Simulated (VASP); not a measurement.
**Cu: single point with PBE**

Crystal: Cu.

```
Cu
1.0
     2.52419    0.00000    0.00000
    -1.26209    2.18601    0.00000
     0.00000    0.00000    8.24851
Cu
4
Direct
  0.00000 0.00000 0.00000
  0.33333 0.66667 0.25000
  0.00000 0.00000 0.50000
  0.66667 0.33333 0.75000
```

This isn't the form of Cu at room conditions, which is fcc.

```
Program             : VASP 6.6.1
Task                : single point
Functional          : PBE
Potentials or basis : VASP PAW PBE potentials, release 64 (Cu)
Cutoff              : 520 eV
k mesh              : 18 × 18 × 6
Occupations         : gaussian, width 0.1 eV
Spin                : no spin polarisation
```

```
Pressure               : 8.6 GPa
Band gap on the k mesh : zero (bands 22 and 23 overlap by 5.27 eV)
```

Levels at points of the mesh, in eV from the Fermi level:
```
           k point  band 20  band 21  band 22  band 23  band 24  band 25
(0.00, 0.00, 0.00)    -1.97    -1.97    -1.67    -1.67    -1.08     3.98
(0.50, 0.00, 0.00)    -1.51    -0.64     0.41     1.03     1.62     4.82
(0.00, 0.00, 0.50)    -2.27    -1.79    -1.79    -1.79    -1.79     7.14
(0.50, 0.00, 0.50)    -1.53     0.07     0.07     1.42     1.42     5.32
```

It took 3.6 min on 1 thread of Intel(R) Xeon(R) Platinum 8488C (Sapphire Rapids), with other jobs on the host, peak memory 0.26 GiB.

Caveat: the cell stands under pressure.
